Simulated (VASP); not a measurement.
Input of a VASP 6.6.1 run:

File POSCAR:

```
ZnIr2O4                                 
1.0
    0.0000000000      4.3145668854      4.3145668854
    4.3145668854      0.0000000000      4.3145668854
    4.3145668854      4.3145668854      0.0000000000
  Zn              Ir              O             
     2     4     8
Direct
     0.7500000000000000    0.7500000000000000    0.7500000000000000
     0.5000000000000000    0.5000000000000000    0.5000000000000000
     0.1250000000000000    0.1250000000000000    0.6250000000000000
     0.1250000000000000    0.6250000000000000    0.1250000000000000
     0.6250000000000000    0.1250000000000000    0.1250000000000000
     0.1250000000000000    0.1250000000000000    0.1250000000000000
     0.3639631762139288    0.3639631762139288    0.9081104713582278
     0.3639631762139288    0.9081104713582278    0.3639631762139288
     0.9081104713582278    0.3639631762139288    0.3639631762139288
     0.3639631762139288    0.3639631762139288    0.3639631762139288
     0.8860368237860712    0.8860368237860712    0.3418895286417722
     0.8860368237860712    0.3418895286417722    0.8860368237860712
     0.3418895286417722    0.8860368237860712    0.8860368237860712
     0.8860368237860712    0.8860368237860712    0.8860368237860712
```

Contents of INCAR.step1:

```
PREC     = Accurate       # precision mode
ENCUT    = 520            # plane-wave cutoff, eV
EDIFF    = 1E-5           # SCF threshold, eV
ISMEAR   = 0              # smearing method
SIGMA    = 0.03           # smearing width, eV
LREAL    = F              # projectors in reciprocal space
LASPH    = T              # aspherical terms in the spheres
NELM     = 80             # most SCF steps
ALGO     = Normal         # electronic algorithm
ISIF     = 2              # what is computed and relaxed
LWAVE    = T              # write WAVECAR
LCHARG   = F              # write CHGCAR
LMAXMIX  = 4              # l up to which the mixer works
KPAR     = 4            
GGA      = PE             # functional
```

The input INCAR.step2:

```
PREC     = Accurate       # precision mode
ENCUT    = 520            # plane-wave cutoff, eV
EDIFF    = 1E-6           # SCF threshold, eV
ISMEAR   = 0              # smearing method
SIGMA    = 0.03           # smearing width, eV
LREAL    = F              # projectors in reciprocal space
LASPH    = T              # aspherical terms in the spheres
NELM     = 80             # most SCF steps
ALGO     = Normal         # electronic algorithm
ISIF     = 2              # what is computed and relaxed
LWAVE    = F              # write WAVECAR
LCHARG   = F              # write CHGCAR
LMAXMIX  = 4              # l up to which the mixer works
METAGGA  = MBJ            # meta-GGA
KPAR     = 4            
ISTART   = 1
```

The input KPOINTS:

```
Automatic mesh
0
Gamma
  6 6 6
```

File KPOINTS_OPT:

```
explicit points
302
Reciprocal
 0.0000000000  0.0000000000  0.0000000000 1
 0.0263157895  0.0000000000  0.0263157895 1
 0.0526315789  0.0000000000  0.0526315789 1
 0.0789473684  0.0000000000  0.0789473684 1
 0.1052631579  0.0000000000  0.1052631579 1
 0.1315789474  0.0000000000  0.1315789474 1
[... 294 lines left out ...]
 0.4827686300  0.0172313700  0.5000000000 1
 0.5172313700 -0.0172313700  0.5000000000 1
```

Potentials or basis: VASP PAW PBE potentials, release 64 (Zn, Ir, O).

Run with:

```bash
$ cat potpaw_PBE.64/Zn/POTCAR potpaw_PBE.64/Ir/POTCAR potpaw_PBE.64/O/POTCAR > POTCAR
$ cp INCAR.step1 INCAR
$ mpirun -np 4 vasp_std > vasp.out
$ cp INCAR.step2 INCAR
$ mpirun -np 4 vasp_std > vasp.out
```

Task: What does it give for the band gap on the k mesh?

Result: 2.24 eV.

Task: Estimate the band gap along the path.

Result: 2.24 eV.

Levels at the corners of the path, in eV from the valence-band top:
```csv
point,band 52,band 53,band 54,band 55,band 56,band 57
Γ,-0.06,-0.06,-0.06,2.28,3.72,3.72
X,-0.13,0.00,0.00,2.24,2.24,3.21
X,-0.13,0.00,0.00,2.24,2.24,3.21
W,-0.06,-0.01,-0.01,2.61,2.62,3.23
W,-0.06,-0.01,-0.01,2.61,2.62,3.23
K,-0.04,-0.03,-0.01,2.54,2.60,3.27
K,-0.04,-0.03,-0.01,2.54,2.60,3.27
Γ,-0.06,-0.06,-0.06,2.28,3.72,3.72
Γ,-0.06,-0.06,-0.06,2.28,3.72,3.72
L,-0.17,-0.09,-0.09,3.28,3.44,3.44
L,-0.17,-0.09,-0.09,3.28,3.44,3.44
U,-0.04,-0.03,-0.01,2.54,2.59,3.27
U,-0.04,-0.03,-0.01,2.54,2.59,3.27
W,-0.06,-0.01,-0.01,2.61,2.62,3.23
W,-0.06,-0.01,-0.01,2.61,2.62,3.23
L,-0.17,-0.09,-0.09,3.28,3.44,3.44
L,-0.17,-0.09,-0.09,3.28,3.44,3.44
K,-0.04,-0.03,-0.01,2.54,2.60,3.27
U,-0.04,-0.03,-0.01,2.54,2.59,3.27
X,-0.13,0.00,0.00,2.24,2.24,3.21
```

Caveat: spin-orbit coupling is left out, which moves the levels of the heavy elements.
